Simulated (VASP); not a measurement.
# Na3ScTe3 (Pm-3m) in VASP: a series of runs

Na3ScTe3 is run at these levels: PBE; tasks: single point, relaxation of cell and atoms.

Program: VASP 6.6.1. These are calculated values, not measurements. Logs are shortened: lines on timing, memory, paths and dates and some standing lists are left out, and cuts for length are marked.

### 1 The cell of the first run

It takes space group Pm-3m (No. 221, cubic). Conventional cell: a = 6.151 Å, b = 6.151 Å, c = 6.151 Å, α = 90.00°, β = 90.00°, γ = 90.00°. Na (site symmetry 4/mmm) has 2 Sc at 3.08 Å and 4 Te at 3.08 Å within 4.0 Å. Within 4.0 Å of Sc (site symmetry m-3m) lie 6 Na at 3.08 Å. Te (site symmetry 4/mmm) has 4 Na at 3.08 Å within 4.0 Å.

### 2 Single point, PBE

INCAR reads:

```
PREC = Accurate
ENCUT = 520
EDIFF = 1E-6
ISMEAR = 0
SIGMA = 0.1
LREAL = F
LASPH = T
NELM = 100
ALGO = Normal
ISIF = 2
LWAVE = F
LCHARG = T
GGA = PE
LELF = T
LVHAR = T
NBANDS = 34
```

KPOINTS reads:

```
Automatic mesh
0
Gamma
  6 6 6
```

POSCAR reads:

```
Na3ScTe3
1.0
    6.1511422238      0.0000000000      0.0000000000
    0.0000000000      6.1511422238      0.0000000000
    0.0000000000      0.0000000000      6.1511422238
Na Sc Te
3 1 3
Direct
    0.5000000000      0.5000000000      0.0000000000
    0.0000000000      0.5000000000      0.5000000000
    0.5000000000      0.0000000000      0.5000000000
    0.5000000000      0.5000000000      0.5000000000
    0.5000000000      0.0000000000      0.0000000000
    0.0000000000      0.5000000000      0.0000000000
    0.0000000000      0.0000000000      0.5000000000
```

Potentials or basis: VASP PAW PBE potentials, release 64 (Na_pv, Sc_sv, Te).

On the command line:

```
$ cat potpaw_PBE.64/Na_pv/POTCAR potpaw_PBE.64/Sc_sv/POTCAR potpaw_PBE.64/Te/POTCAR > POTCAR
$ mpirun -np 1 vasp_std > vasp.out
```

OUTCAR:

```text
PREC = Accurate
   ENCUT = 520
   EDIFF = 1E-6
   ISMEAR = 0
   LREAL = F
   LASPH = T
   NELM = 100
   ISIF = 2
   GGA = PE

 ion  position               nearest neighbor table
   1  0.500  0.500  0.000-   4 3.08   5 3.08   6 3.08   4 3.08   5 3.08   6 3.08
   2  0.000  0.500  0.500-   4 3.08   6 3.08   7 3.08   6 3.08   7 3.08   4 3.08
   3  0.500  0.000  0.500-   4 3.08   5 3.08   7 3.08   5 3.08   4 3.08   7 3.08
   4  0.500  0.500  0.500-   1 3.08   2 3.08   3 3.08   1 3.08   3 3.08   2 3.08
   5  0.500  0.000  0.000-   1 3.08   3 3.08   3 3.08   1 3.08
   6  0.000  0.500  0.000-   1 3.08   2 3.08   2 3.08   1 3.08
   7  0.000  0.000  0.500-   2 3.08   3 3.08   2 3.08   3 3.08

  LATTYP: Found a simple cubic cell.
 ALAT       =     6.1511422238

  Lattice vectors:

 A1 = (   6.1511422238,   0.0000000000,   0.0000000000)
 A2 = (   0.0000000000,   6.1511422238,   0.0000000000)
 A3 = (   0.0000000000,   0.0000000000,   6.1511422238)

Analysis of symmetry for initial positions (statically):
=====================================================================
 Subroutine PRICEL returns:
 Original cell was already a primitive cell.

 Routine SETGRP: Setting up the symmetry group for a
 simple cubic supercell.

 Subroutine GETGRP returns: Found 48 space group operations
[... 9 lines left out ...]

 Routine SETGRP: Setting up the symmetry group for a
 simple cubic supercell.

 Subroutine GETGRP returns: Found 48 space group operations
[... 11 lines left out ...]
                                     Primitive cell

  volume of cell :     232.7380

  direct lattice vectors                    reciprocal lattice vectors
     6.151142224  0.000000000  0.000000000     0.162571432  0.000000000  0.000000000
     0.000000000  6.151142224  0.000000000     0.000000000  0.162571432  0.000000000
     0.000000000  0.000000000  6.151142224     0.000000000  0.000000000  0.162571432

  length of vectors
     6.151142224  6.151142224  6.151142224     0.162571432  0.162571432  0.162571432

  position of ions in fractional coordinates (direct lattice)
     0.500000000  0.500000000  0.000000000
     0.000000000  0.500000000  0.500000000
     0.500000000  0.000000000  0.500000000
     0.500000000  0.500000000  0.500000000
     0.500000000  0.000000000  0.000000000
     0.000000000  0.500000000  0.000000000
     0.000000000  0.000000000  0.500000000

  ion indices of the primitive-cell ions
   primitive index   ion index
                 1           1
                 2           2
                 3           3
                 4           4
                 5           5
[... 72 lines left out ...]
   NSW    =      0    number of steps for IOM
   IBRION =     -1    ionic relax: 0-MD 1-quasi-New 2-CG
   NFREE  =      0    steps in history (QN), initial steepest desc. (CG)
   ISIF   =      2    stress and relaxation
   ISYM   =      2    0-nonsym 1-usesym 2-fastsym
   POTIM  = 0.5000    time-step for ionic-motion
   TEBEG  =    0.0;   TEEND  =   0.0 temperature during run
   PSTRESS=    0.0 pullay stress
   NELECT =      50.0000    total number of electrons
   NUPDOWN=      -1.0000    fix difference up-down
   EMIN   =  10.00;   EMAX   =-10.00  energy-range for DOS
   EFERMI =   0.00;   METHOD = LEGACY
   ISMEAR =     0;   SIGMA  =   0.10  broadening in eV -4-tet -1-fermi 0-gaus
   EFERMI_NEDOS =   21; number of points for ismear=-14 and -15
   IALGO  =     38    algorithm
   IMIX   =      4    mixing-type and parameters
     AMIX     =   0.40;   BMIX     =  1.00
     AMIX_MAG =   1.60;   BMIX_MAG =  1.00
  volume/ion in A,a.u.               =      33.25       224.37
  Fermi-wavevector in a.u.,A,eV,Ry     =   0.980488  1.852854 13.080059  0.961357
  Thomas-Fermi vector in A             =   2.111422
   LORBIT       =      0    0 simple, 1 ext, 2 COOP (PROOUT), +10 PAW based schemes
   GGA     = PE    functional components
   LHFCALC =     F    Hartree Fock is set to
   AEXX    =    0.0000 exact exchange contribution
   IVDW    =     0    specifies the selected vdW correction
   LEPSILON=     F    determine dielectric tensor
   LRPA    =     F    only Hartree local field effects (RPA)
 non-spin polarized calculation
 Gauss-broadening in eV      SIGMA  =   0.10
  energy-cutoff  :      520.00
  volume of cell :      232.74
 maximum number of plane-waves:      6311
 NGX is ok and might be reduce to    48
   NGX = 23   NGY = 23   NGZ = 23

 number of electron      50.0000029 magnetization

 Free energy of the ion-electron system (eV)
  ---------------------------------------------------
  ext. energy  EPLUGINS =         0.00000000
  ---------------------------------------------------
  free energy    TOTEN  =       -17.71360249 eV

  energy without entropy =      -17.63489888  energy(sigma->0) =      -17.67425068

 E-fermi :   2.3420     XC(G=0):  -8.0575

 val. band max:        2.3354755545   @ k =   0.5000   0.5000   0.3333
 cond. band min:       2.3568268205   @ k =   0.3333   0.3333   0.0000
 fundamental gap:      0.0213512661
 Fermi energy:         2.3420067141

 k-point     1 :       0.0000    0.0000    0.0000
  band No.  band energies     occupation
      1     -49.0087      2.00000
      2     -27.6313      2.00000
      3     -27.6313      2.00000
      4     -27.6313      2.00000
      5     -21.6130      2.00000
      6     -21.6130      2.00000
[... 729 lines left out ...]
     33       6.1448      0.00000
     34       6.1448      0.00000

------------------------ aborting loop because EDIFF is reached ----------------------------------------

  FORCE on cell =-STRESS in cart. coord.  units (eV):
  Direction    XX          YY          ZZ          XY          YZ          ZX
  --------------------------------------------------------------------------------------
  -------------------------------------------------------------------------------------
  Total        0.0209964      0.0209964      0.0209964     -0.0000000     -0.0000000     -0.0000000
  in kB        0.1445403      0.1445403      0.1445403     -0.0000000     -0.0000000     -0.0000000
  external PRESSURE =       0.1445403 kB  Pullay stress =       0.0000000 kB

 VOLUME and BASIS-vectors are now :
 -----------------------------------------------------------------------------
  energy-cutoff  :      520.00
  volume of cell :      232.74
      direct lattice vectors                 reciprocal lattice vectors
     6.151142224  0.000000000  0.000000000     0.162571432  0.000000000  0.000000000
     0.000000000  6.151142224  0.000000000     0.000000000  0.162571432  0.000000000
     0.000000000  0.000000000  6.151142224     0.000000000  0.000000000  0.162571432

 POSITION                                       TOTAL-FORCE (eV/Angst)
 -----------------------------------------------------------------------------------
      3.07557      3.07557      0.00000         0.000000      0.000000      0.000000
      0.00000      3.07557      3.07557         0.000000      0.000000      0.000000
      3.07557      0.00000      3.07557         0.000000      0.000000      0.000000
      3.07557      3.07557      3.07557         0.000000      0.000000      0.000000
      3.07557      0.00000      0.00000         0.000000      0.000000      0.000000
      0.00000      3.07557      0.00000         0.000000      0.000000      0.000000
      0.00000      0.00000      3.07557         0.000000      0.000000      0.000000
 -----------------------------------------------------------------------------------
    total drift:                                0.000000     -0.000000     -0.000000

  FREE ENERGIE OF THE ION-ELECTRON SYSTEM (eV)
  ---------------------------------------------------
  free  energy   TOTEN  =       -17.7136024881 eV

  energy  without entropy=      -17.6348988818  energy(sigma->0) =      -17.67425068
```

OSZICAR:

```text
N       E                     dE             d eps       ncg     rms          rms(c)
DAV:   1     0.510940217727E+03    0.51094E+03   -0.22769E+04  1424   0.137E+03
DAV:   2     0.301815285702E+02   -0.48076E+03   -0.46897E+03  1376   0.404E+02
DAV:   3    -0.197210328680E+02   -0.49903E+02   -0.47644E+02  1908   0.136E+02
[... 21 lines left out ...]
DAV:  25    -0.177136109999E+02    0.23574E-05   -0.23858E-04  1744   0.478E-02    0.478E-02
DAV:  26    -0.177136272451E+02   -0.16245E-04   -0.16503E-05  1626   0.142E-02    0.622E-02
DAV:  27    -0.177136063562E+02    0.20889E-04   -0.28199E-05  1486   0.191E-02    0.276E-02
DAV:  28    -0.177136026077E+02    0.37484E-05   -0.76371E-06  1210   0.944E-03    0.118E-02
DAV:  29    -0.177136024881E+02    0.11964E-06   -0.19212E-06   800   0.508E-03
   1 F= -.17713602E+02 E0= -.17674251E+02  d E =-.787036E-01
```

Wall time 6 min (1 thread of Intel Xeon Platinum 8175M at 2.50GHz (Skylake/Cascade Lake), shared host); peak memory 0.41 GiB.

What came out:

```yaml
Free_energy: -17.7136 eV
Pressure: 0.0 GPa
Band_gap_on_the_k_mesh: zero (band 25 reaches 2.47 eV, above the bottom of band 26 at 2.29 eV)
```

Levels at points of the mesh, in eV from the Fermi level:
| k point | band 22 | band 23 | band 24 | band 25 | band 26 | band 27 | band 28 | band 29 |
| --- | --- | --- | --- | --- | --- | --- | --- | --- |
| (0.00, 0.00, 0.00) | -1.12 | -1.12 | -0.13 | -0.13 | 0.03 | 0.03 | 0.03 | 0.14 |
| (0.50, 0.00, 0.00) | -1.67 | -0.88 | -0.25 | -0.25 | 0.05 | 0.15 | 0.39 | 0.63 |
| (0.50, 0.50, 0.00) | -1.72 | -0.89 | -0.56 | -0.16 | 0.29 | 0.29 | 0.41 | 0.58 |
| (0.50, 0.50, 0.50) | -0.35 | -0.35 | -0.35 | 0.13 | 0.13 | 0.22 | 0.22 | 0.22 |

Caveat: spin-orbit coupling is left out, which moves the levels of the heavy elements.

### 3 Relaxation of cell and atoms, PBE

This run uses another cell than the first one, of 32.83 Å³/atom, 0.988 times its volume.

INCAR reads:

```
SYSTEM = Na3ScTe3
PREC = Accurate ; ENCUT = 600
EDIFF = 1E-6 ; ISMEAR = 0
SIGMA = 0.1 ; LREAL = .False.
LASPH = .True. ; NELM = 100
ALGO = Normal ; ISIF = 3
LWAVE = .False. ; LCHARG = .False.
GGA = PE ; IBRION = 2
NSW = 100 ; EDIFFG = -0.01
```

KPOINTS reads:

```
Automatic mesh
0
Gamma
  6 6 6
  0 0 0
```

Changes to POSCAR since step 2:

```diff
@@ -2,5 +2,5 @@
 1.0
-    6.1511422238      0.0000000000      0.0000000000
-    0.0000000000      6.1511422238      0.0000000000
-    0.0000000000      0.0000000000      6.1511422238
+    6.1254728971      0.0000000000      0.0000000000
+    0.0000000000      6.1254728971      0.0000000000
+    0.0000000000      0.0000000000      6.1254728971
 Na Sc Te
```

Potentials or basis: VASP PAW PBE potentials, release 64 (Na_pv, Sc_sv, Te).

On the command line:

```
$ cat potpaw_PBE.64/Na_pv/POTCAR potpaw_PBE.64/Sc_sv/POTCAR potpaw_PBE.64/Te/POTCAR > POTCAR
$ mpirun -np 1 vasp_std > vasp.out
```

Wall time 15 min (1 thread of Intel Xeon Platinum 8175M at 2.50GHz (Skylake/Cascade Lake), shared host); peak memory 0.48 GiB.

The run converged. Its results:

```yaml
Free_energy: -17.7133 eV
Relaxed_volume: 33.20 Å³/atom
Relaxed_cell: a = 6.148 Å, b = 6.148 Å, c = 6.148 Å, α = 90.00°, β = 90.00°, γ = 90.00°
Space_group_after_relaxing_to_0.05_Å: Pm-3m (No. 221)
Energy_gained_by_relaxing: 0.3 meV/atom
Ionic_steps: 3
Pressure_after_relaxing: 0.0 GPa
Band_gap_on_the_k_mesh: zero (band 25 reaches 2.48 eV, above the bottom of band 26 at 2.30 eV)
```

Step by step:
```csv
step,energy change (eV),largest force (eV/Å),pressure (GPa),volume (Å³)
1,0.0000,0.0000,0.23,229.84
2,-0.0018,0.0000,0.12,231.41
3,-0.0024,0.0000,0.04,232.43
```

Final structure:
```
Na Sc Te
1.0
     6.14840    0.00000    0.00000
     0.00000    6.14840    0.00000
     0.00000    0.00000    6.14840
Na Sc Te
3 1 3
Direct
  0.50000 0.50000 0.00000
  0.00000 0.50000 0.50000
  0.50000 0.00000 0.50000
  0.50000 0.50000 0.50000
  0.50000 0.00000 0.00000
  0.00000 0.50000 0.00000
  0.00000 0.00000 0.50000
```

Levels at points of the mesh, in eV from the Fermi level:
```tsv
k point	band 23	band 24	band 25	band 26	band 27	band 28
(0.00, 0.00, 0.00)	-1.12	-0.13	-0.13	0.03	0.03	0.03
(0.50, 0.00, 0.00)	-0.89	-0.25	-0.25	0.05	0.15	0.39
(0.50, 0.50, 0.00)	-0.89	-0.56	-0.16	0.29	0.29	0.41
(0.50, 0.50, 0.50)	-0.35	-0.35	0.13	0.13	0.22	0.22
```

Caveat: spin-orbit coupling is left out, which moves the levels of the heavy elements.

(Continued in part 2 of 2.)
